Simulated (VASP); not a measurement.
FeCuTe3, 5 atoms in the cell. It takes space group Pm-3m (No. 221, cubic). The conventional cell has a = 5.136 Å, b = 5.136 Å, c = 5.136 Å, α = 90.00°, β = 90.00°, γ = 90.00°. Within 4.8 Å of Fe (site symmetry m-3m) lie 12 Te at 3.63 Å and 8 Cu at 4.45 Å. Cu (site symmetry m-3m) has 6 Te at 2.57 Å within 3.4 Å. Within 3.4 Å of Te (site symmetry 4/mmm) lie 2 Cu at 2.57 Å. 

- Program: VASP 6.6.1
- Task: single point
- Functional: r2SCAN
- Potentials or basis: VASP PAW PBE potentials, release 64 (Fe, Cu, Te)
- Cutoff: 520 eV
- k mesh: 4 × 4 × 4
- Occupations: gaussian, width 0.1 eV
- Spin: collinear spin, ferromagnetic start
- Starting moments: [3.87, 0.0, 0.0, 0.0, 0.0] μB
- Dipole correction: no
- Further INCAR settings: ALGO = Normal; EDIFF = 1e-06; NBANDS = 30

Potentials or basis: VASP PAW PBE potentials, release 64 (Fe, Cu, Te).

Launch:

```bash
$ cat potpaw_PBE.64/Fe/POTCAR potpaw_PBE.64/Cu/POTCAR potpaw_PBE.64/Te/POTCAR > POTCAR
$ cp INCAR.step1 INCAR
$ mpirun -np 1 vasp_std > vasp.out
$ cp INCAR.step2 INCAR
$ mpirun -np 1 vasp_std > vasp.out
```

Hardware: 1 thread of Oxide Virtual Turin-like Processor, with other jobs on the host.

Task: Estimate the wall time of this run.

Result: Run time: 17 min on 1 thread of Oxide Virtual Turin-like Processor, on a shared host, peak memory 0.33 GiB. Counts: k points 10.
